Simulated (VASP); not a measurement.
# Li (P6_3/mmc) in VASP: a series of runs

Runs on Li. Level: BLYP. Tasks: single point.

Everything below comes from runs of VASP 6.6.1. Logs are shortened: lines on timing, memory, paths and dates and some standing lists are left out, and cuts for length are marked.

## Step 1: The cell of the first run

Symmetry: P6_3/mmc, No. 194, hexagonal system. The conventional cell has a = 3.009 Å, b = 3.009 Å, c = 4.908 Å, α = 90.00°, β = 90.00°, γ = 120.00°. Within 4.0 Å of Li (site symmetry -6m2) lie 12 Li at 3.01 Å.

This isn't the form of Li at room conditions, which is bcc.

## Step 2: Single point, BLYP (19.24 Å³/atom)

INCAR reads:

```
SYSTEM = Li
AGGAC    = 1.0          
AGGAX    = 1.0          
ALDAC    = 0.0          
ALDAX    = 1.0          
ALGO     = Normal         ! electronic algorithm
EDIFF    = 1E-7           ! SCF threshold, eV
ENCUT    = 520            ! plane-wave cutoff, eV
GGA      = B5             ! functional
ISIF     = 2              ! what is computed and relaxed
ISMEAR   = -1             ! smearing method
LASPH    = .True.         ! aspherical terms in the spheres
LCHARG   = .False.        ! write CHGCAR
LREAL    = .False.        ! projectors in reciprocal space
LWAVE    = .False.        ! write WAVECAR
NBANDS   = 10             ! bands
NELM     = 60             ! most SCF steps
PREC     = Accurate       ! precision mode
SIGMA    = 0.1            ! smearing width, eV
```

KPOINTS reads:

```
k-points
0
Gamma
  13 13 7
  0 0 0
```

POSCAR reads:

```
Li
1.0
    3.0091624218      0.0000000000      0.0000000000
   -1.5045812109      2.6060111014      0.0000000000
    0.0000000000      0.0000000000      4.9082130050
Li
2
Direct
    0.3333333333      0.6666666667      0.2500000000
    0.6666666667      0.3333333333      0.7500000000
```

Potentials or basis: VASP PAW PBE potentials, release 64 (Li_sv).

Launch:

```bash
> cat potpaw_PBE.64/Li_sv/POTCAR > POTCAR
> mpirun -np 1 vasp_std > vasp.out
```

OUTCAR:

```text
SYSTEM = Li
   EDIFF = 1E-7
   ENCUT = 520
   GGA = B5
   ISIF = 2
   ISMEAR = -1
   LASPH = .True.
   LREAL = .False.
   NELM = 60
   PREC = Accurate

 ion  position               nearest neighbor table
   1  0.333  0.667  0.250-
   2  0.667  0.333  0.750-

  LATTYP: Found a hexagonal cell.
 ALAT       =     3.0091624218
 C/A-ratio  =     1.6310894252

  Lattice vectors:

 A1 = (   3.0091624218,   0.0000000000,   0.0000000000)
 A2 = (  -1.5045812109,   2.6060111014,   0.0000000000)
 A3 = (   0.0000000000,   0.0000000000,   4.9082130050)

Analysis of symmetry for initial positions (statically):
=====================================================================
 Subroutine PRICEL returns:
 Original cell was already a primitive cell.

 Routine SETGRP: Setting up the symmetry group for a
 hexagonal supercell.

 Subroutine GETGRP returns: Found 24 space group operations
 (whereof 12 operations were pure point group operations)
 out of a pool of 24 trial point group operations.

The static configuration has the point symmetry D_3d.
 The point group associated with its full space group is D_6h.

Analysis of symmetry for dynamics (positions and initial velocities):
=====================================================================
 Subroutine PRICEL returns:
 Original cell was already a primitive cell.

 Routine SETGRP: Setting up the symmetry group for a
 hexagonal supercell.

 Subroutine GETGRP returns: Found 24 space group operations
 (whereof 12 operations were pure point group operations)
 out of a pool of 24 trial point group operations.

The dynamic configuration has the point symmetry D_3d.
 The point group associated with its full space group is D_6h.

 Subroutine INISYM returns: Found 24 space group operations
 (whereof 12 operations are pure point group operations),
 and found     1 'primitive' translations

----------------------------------------------------------------------------------------

                                     Primitive cell

  volume of cell :      38.4898

  direct lattice vectors                    reciprocal lattice vectors
     3.009162422  0.000000000  0.000000000     0.332318386  0.191864110  0.000000000
    -1.504581211  2.606011101  0.000000000     0.000000000  0.383728220  0.000000000
     0.000000000  0.000000000  4.908213005     0.000000000  0.000000000  0.203740139

  length of vectors
     3.009162422  3.009162422  4.908213005     0.383728220  0.383728220  0.203740139

  position of ions in fractional coordinates (direct lattice)
     0.333333333  0.666666667  0.250000000
     0.666666667  0.333333333  0.750000000

  ion indices of the primitive-cell ions
   primitive index   ion index
                 1           1
                 2           2

----------------------------------------------------------------------------------------

 KPOINTS: k-points

Automatic generation of k-mesh.
 Grid dimensions read from file:
 generate k-points for:   13   13    7

 Generating k-lattice:

  Cartesian coordinates                     Fractional coordinates (reciprocal lattice)
     0.025562953  0.014758778  0.000000000     0.076923077  0.000000000  0.000000000
     0.000000000  0.029517555  0.000000000     0.000000000  0.076923077  0.000000000
     0.000000000  0.000000000  0.029105734     0.000000000  0.000000000  0.142857143

  Length of vectors
     0.029517555  0.029517555  0.029105734

  Shift w.r.t. Gamma in fractional coordinates (k-lattice)
     0.000000000  0.000000000  0.000000000

 Subroutine IBZKPT returns following result:
 ===========================================

 Found     84 irreducible k-points:

 Following reciprocal coordinates:
            Coordinates               Weight
  0.000000  0.000000  0.000000      1.000000
  0.076923 -0.000000  0.000000      6.000000
  0.153846 -0.000000  0.000000      6.000000
  0.230769 -0.000000  0.000000      6.000000
  0.307692 -0.000000  0.000000      6.000000
  0.384615 -0.000000  0.000000      6.000000
[... 16 lines left out ...]
  0.076923 -0.000000  0.142857     12.000000
  0.153846 -0.000000  0.142857     12.000000
 [... further k-points ...]
   k-points           NKPTS =     84   k-points in BZ     NKDIM =     84   number of bands    NBANDS=     10
   number of dos      NEDOS =    301   number of ions     NIONS =      2
   total plane-waves  NPLWV =  23040
   dimension x,y,z NGX =    24 NGY =   24 NGZ =   40
   dimension x,y,z NGXF=    48 NGYF=   48 NGZF=   80
   ions per type =               2
   NGX,Y,Z   is equivalent  to a cutoff of  13.26, 13.26, 13.55 a.u.
   NGXF,Y,Z  is equivalent  to a cutoff of  26.52, 26.52, 27.10 a.u.
 SYSTEM =  Li
   PREC   = accura    normal or accurate (medium, high low for compatibility)
   ISTART =      0    job   : 0-new  1-cont  2-samecut
   ICHARG =      2    charge: 1-file 2-atom 10-const
   ISPIN  =      1    spin polarized calculation?
   LNONCOLLINEAR =      F non collinear calculations
   LSORBIT =      F    spin-orbit coupling
   LASPH  =      T    aspherical Exc in radial PAW
   ENCUT  =  520.0 eV  38.22 Ry    6.18 a.u.   5.60  5.60  9.13*2*pi/ulx,y,z
   NELM   =     60;   NELMIN=  2; NELMDL= -5     # of ELM steps
   EDIFF  = 0.1E-06   stopping-criterion for ELM
   LREAL  =      F    real-space projection
   EDIFFG = 0.1E-05   stopping-criterion for IOM
   NSW    =      0    number of steps for IOM
   IBRION =     -1    ionic relax: 0-MD 1-quasi-New 2-CG
   NFREE  =      0    steps in history (QN), initial steepest desc. (CG)
   ISIF   =      2    stress and relaxation
   ISYM   =      2    0-nonsym 1-usesym 2-fastsym
   POTIM  = 0.5000    time-step for ionic-motion
   TEBEG  =    0.0;   TEEND  =   0.0 temperature during run
   PSTRESS=    0.0 pullay stress
   NELECT =       6.0000    total number of electrons
   NUPDOWN=      -1.0000    fix difference up-down
   EMIN   =  10.00;   EMAX   =-10.00  energy-range for DOS
   EFERMI =   0.00;   METHOD = LEGACY
   ISMEAR =    -1;   SIGMA  =   0.10  broadening in eV -4-tet -1-fermi 0-gaus
   EFERMI_NEDOS =   21; number of points for ismear=-14 and -15
   IALGO  =     38    algorithm
   IMIX   =      4    mixing-type and parameters
     AMIX     =   0.40;   BMIX     =  1.00
     AMIX_MAG =   1.60;   BMIX_MAG =  1.00
  volume/ion in A,a.u.               =      19.24       129.87
  Fermi-wavevector in a.u.,A,eV,Ry     =   0.881069  1.664980 10.561977  0.776283
  Thomas-Fermi vector in A             =   2.001516
   LORBIT       =      0    0 simple, 1 ext, 2 COOP (PROOUT), +10 PAW based schemes
   GGA     = B5    functional components
   LHFCALC =     F    Hartree Fock is set to
   AEXX    =    0.0000 exact exchange contribution
   IVDW    =     0    specifies the selected vdW correction
   LEPSILON=     F    determine dielectric tensor
   LRPA    =     F    only Hartree local field effects (RPA)
 non-spin polarized calculation
  energy-cutoff  :      520.00
  volume of cell :       38.49
 maximum number of plane-waves:      1056
 NGX is ok and might be reduce to    24
   NGX = 11   NGY = 11   NGZ = 19

 number of electron       6.0000005 magnetization

 Free energy of the ion-electron system (eV)
  ---------------------------------------------------
  ext. energy  EPLUGINS =         0.00000000
  ---------------------------------------------------
  free energy    TOTEN  =        -3.14998406 eV

  energy without entropy =       -3.11585982  energy(sigma->0) =       -3.13292194

 E-fermi :   1.1842     XC(G=0):  -6.7758

 val. band max:        1.1782206553   @ k =   0.4615   0.0769   0.0000
 cond. band min:       1.1949497390   @ k =   0.3846   0.1538   0.0000
 fundamental gap:      0.0167290837
 Fermi energy:         1.1842068567

 k-point     1 :       0.0000    0.0000    0.0000
  band No.  band energies     occupation
      1     -45.9529      2.00000
      2     -45.9317      2.00000
      3      -2.4093      2.00000
      4       1.1519      1.16007
      5       4.3115      0.00000
      6      13.8754      0.00000
      7      13.8755      0.00000
      8      15.3220      0.00000
      9      15.3221      0.00000
     10      15.9223      0.00000

 k-point     2 :       0.0769   -0.0000    0.0000
  band No.  band energies     occupation
      1     -45.9519      2.00000
      2     -45.9312      2.00000
      3      -2.3143      2.00000
      4       1.2802      0.55383
      5       4.3399      0.00000
      6      12.9059      0.00000
      7      13.2074      0.00000
      8      15.3095      0.00000
      9      15.6888      0.00000
     10      15.8108      0.00000

 k-point     3 :       0.1538   -0.0000    0.0000
  band No.  band energies     occupation
      1     -45.9488      2.00000
      2     -45.9298      2.00000
      3      -2.0286      2.00000
      4       1.6646      0.01626
      5       4.4186      0.00000
      6      11.0197      0.00000
      7      12.1826      0.00000
      8      15.1540      0.00000
      9      15.1853      0.00000
     10      15.6862      0.00000

 k-point     4 :       0.2308   -0.0000    0.0000
  band No.  band energies     occupation
      1     -45.9444      2.00000
      2     -45.9279      2.00000
      3      -1.5522      2.00000
      4       2.3036      0.00003
      5       4.4844      0.00000
      6       9.1550      0.00000
      7      11.2715      0.00000
      8      13.5472      0.00000
      9      13.7373      0.00000
     10      15.2141      0.00000

 k-point     5 :       0.3077   -0.0000    0.0000
  band No.  band energies     occupation
      1     -45.9395      2.00000
      2     -45.9262      2.00000
      3      -0.8878      2.00000
      4       3.1931      0.00000
      5       4.3131      0.00000
      6       7.8012      0.00000
      7      10.5610      0.00000
      8      11.4461      0.00000
      9      12.0130      0.00000
     10      14.6897      0.00000

 k-point     6 :       0.3846   -0.0000    0.0000
  band No.  band energies     occupation
      1     -45.9351      2.00000
      2     -45.9252      2.00000
      3      -0.0509      1.99999
      4       3.5688      0.00000
      5       4.3203      0.00000
      6       7.3772      0.00000
      7       9.4080      0.00000
      8      10.0787      0.00000
      9      10.5522      0.00000
     10      14.2925      0.00000
[... 183 lines left out ...]
 k-point    21 :       0.3077    0.3077    0.0000
  band No.  band energies     occupation
      1     -45.9278      2.00000
      2     -45.9258      2.00000
      3       2.1102      0.00019
      4       3.6339      0.00000
      5       3.8106      0.00000
      6       7.0450      0.00000
      7       7.6315      0.00000
      8       8.3444      0.00000
      9      10.2036      0.00000
     10      12.0480      0.00000

 k-point    22 :       0.0000    0.0000    0.1429
  band No.  band energies     occupation
      1     -45.9519      2.00000
      2     -45.9327      2.00000
      3      -2.3172      2.00000
      4       0.6895      1.98589
      5       4.9979      0.00000
      6      13.9645      0.00000
      7      13.9646      0.00000
      8      14.8515      0.00000
      9      15.3133      0.00000
     10      15.3133      0.00000

 k-point    23 :       0.0769   -0.0000    0.1429
  band No.  band energies     occupation
      1     -45.9509      2.00000
      2     -45.9322      2.00000
      3      -2.2219      2.00000
      4       0.8056      1.95566
      5       5.0393      0.00000
      6      12.9907      0.00000
      7      13.3092      0.00000
      8      14.7338      0.00000
      9      15.4302      0.00000
     10      15.5704      0.00000

 k-point    24 :       0.1538   -0.0000    0.1429
  band No.  band energies     occupation
      1     -45.9479      2.00000
      2     -45.9307      2.00000
      3      -1.9358      2.00000
      4       1.1505      1.16711
      5       5.1534      0.00000
      6      11.1019      0.00000
      7      12.2933      0.00000
      8      14.5203      0.00000
      9      14.6835      0.00000
     10      15.3751      0.00000

 [... further k-points ...]
[... 5 lines left out ...]
  --------------------------------------------------------------------------------------
  -------------------------------------------------------------------------------------
  Total        0.1040538      0.1040538      0.1639794      0.0000000      0.0000000      0.0000000
  in kB        4.3313504      4.3313504      6.8258160      0.0000000      0.0000000      0.0000000
  external PRESSURE =       5.1628389 kB  Pullay stress =       0.0000000 kB

 VOLUME and BASIS-vectors are now :
 -----------------------------------------------------------------------------
  energy-cutoff  :      520.00
  volume of cell :       38.49
      direct lattice vectors                 reciprocal lattice vectors
     3.009162422  0.000000000  0.000000000     0.332318386  0.191864110  0.000000000
    -1.504581211  2.606011101  0.000000000     0.000000000  0.383728220  0.000000000
     0.000000000  0.000000000  4.908213005     0.000000000  0.000000000  0.203740139

 POSITION                                       TOTAL-FORCE (eV/Angst)
 -----------------------------------------------------------------------------------
     -0.00000      1.73734      1.22705         0.000000     -0.000000      0.000000
      1.50458      0.86867      3.68116        -0.000000      0.000000     -0.000000
 -----------------------------------------------------------------------------------
    total drift:                               -0.000000      0.000000      0.000000

  FREE ENERGIE OF THE ION-ELECTRON SYSTEM (eV)
  ---------------------------------------------------
  free  energy   TOTEN  =        -3.1499840552 eV

  energy  without entropy=       -3.1158598222  energy(sigma->0) =       -3.13292194
```

Wall time 38 s (1 thread of Intel Xeon Platinum 8488C (Sapphire Rapids), shared host); peak memory 0.16 GiB.

What came out:

| Property | Result |
| --- | --- |
| Free energy | -3.1500 eV |
| Band gap on the k mesh | zero (bands 3 and 4 overlap by 3.79 eV) |

Levels at points of the mesh, in eV from the Fermi level:
```tsv
k point	band 1	band 2	band 3	band 4	band 5	band 6
(0.00, 0.00, 0.00)	-47.14	-47.12	-3.59	-0.03	3.13	12.69
```

Caveat: the cutoff is under 1.25 times the usual one of these potentials, so pressure, stress and relaxed cells hold a basis-set (Pulay) error; the PAW data sets were made with another functional, which shifts forces and pressure a little.

## Step 3: Single point, BLYP (20.05 Å³/atom)

This run uses another cell than the first one, of 20.05 Å³/atom.

Changes to INCAR since step 2:

```diff
@@ -16,3 +16,3 @@
 NBANDS   = 10             ! bands
-NELM     = 60             ! most SCF steps
+NELM     = 100            ! most SCF steps
 PREC     = Accurate       ! precision mode
```

KPOINTS is that of step 2.

POSCAR reads:

```
Li
1.0
    3.0503889478      0.0000000000      0.0000000000
   -1.5251944739      2.6417143202      0.0000000000
    0.0000000000      0.0000000000      4.9754571556
Li
2
Direct
    0.3333333333      0.6666666667      0.2500000000
    0.6666666667      0.3333333333      0.7500000000
```

Potentials or basis: VASP PAW PBE potentials, release 64 (Li_sv).

Launch:

```bash
> cat potpaw_PBE.64/Li_sv/POTCAR > POTCAR
> mpirun -np 1 vasp_std > vasp.out
```

OUTCAR:

```text
SYSTEM = Li
   EDIFF = 1E-7
   ENCUT = 520
   GGA = B5
   ISIF = 2
   ISMEAR = -1
   LASPH = .True.
   LREAL = .False.
   NELM = 100
   PREC = Accurate

 ion  position               nearest neighbor table
   1  0.333  0.667  0.250-
   2  0.667  0.333  0.750-

  LATTYP: Found a hexagonal cell.
 ALAT       =     3.0503889478
 C/A-ratio  =     1.6310894252

  Lattice vectors:

 A1 = (   3.0503889478,   0.0000000000,   0.0000000000)
 A2 = (  -1.5251944739,   2.6417143202,   0.0000000000)
[... 490 lines left out ...]
      5       4.9014      0.00000
      6      10.6983      0.00000
      7      11.8681      0.00000
      8      14.0234      0.00000
      9      14.1763      0.00000
     10      14.8498      0.00000

 [... further k-points ...]
[... 5 lines left out ...]
  --------------------------------------------------------------------------------------
  -------------------------------------------------------------------------------------
  Total       -0.0400375     -0.0400375      0.0165734      0.0000000      0.0000000      0.0000000
  in kB       -1.5999407     -1.5999407      0.6622912      0.0000000      0.0000000      0.0000000
  external PRESSURE =      -0.8458634 kB  Pullay stress =       0.0000000 kB

 VOLUME and BASIS-vectors are now :
 -----------------------------------------------------------------------------
  energy-cutoff  :      520.00
  volume of cell :       40.09
      direct lattice vectors                 reciprocal lattice vectors
     3.050388948  0.000000000  0.000000000     0.327827047  0.189271034  0.000000000
    -1.525194474  2.641714320  0.000000000     0.000000000  0.378542067  0.000000000
     0.000000000  0.000000000  4.975457156     0.000000000  0.000000000  0.200986556

 POSITION                                       TOTAL-FORCE (eV/Angst)
 -----------------------------------------------------------------------------------
     -0.00000      1.76114      1.24386         0.000000     -0.000000      0.000000
      1.52519      0.88057      3.73159        -0.000000      0.000000      0.000000
 -----------------------------------------------------------------------------------
    total drift:                                0.000000     -0.000000      0.000000

  FREE ENERGIE OF THE ION-ELECTRON SYSTEM (eV)
  ---------------------------------------------------
  free  energy   TOTEN  =        -3.1533976855 eV

  energy  without entropy=       -3.1190412428  energy(sigma->0) =       -3.13621946
```

It took 41 s on 1 thread of Intel Xeon Platinum 8488C (Sapphire Rapids), shared host; peak memory 0.16 GiB.

What came out:

| Property | Result |
| --- | --- |
| Free energy | -3.1534 eV |
| Band gap on the k mesh | zero (bands 3 and 4 overlap by 3.72 eV) |

Levels at points of the mesh, in eV from the Fermi level:
| k point | band 1 | band 2 | band 3 | band 4 | band 5 | band 6 | band 7 |
| --- | --- | --- | --- | --- | --- | --- | --- |
| (0.00, 0.00, 0.00) | -47.20 | -47.19 | -3.54 | -0.01 | 2.98 | 12.33 | 12.33 |

Caveat: the cutoff is under 1.25 times the usual one of these potentials, so pressure, stress and relaxed cells hold a basis-set (Pulay) error; the PAW data sets were made with another functional, which shifts forces and pressure a little.

(Part 1 of 2 ends here.)
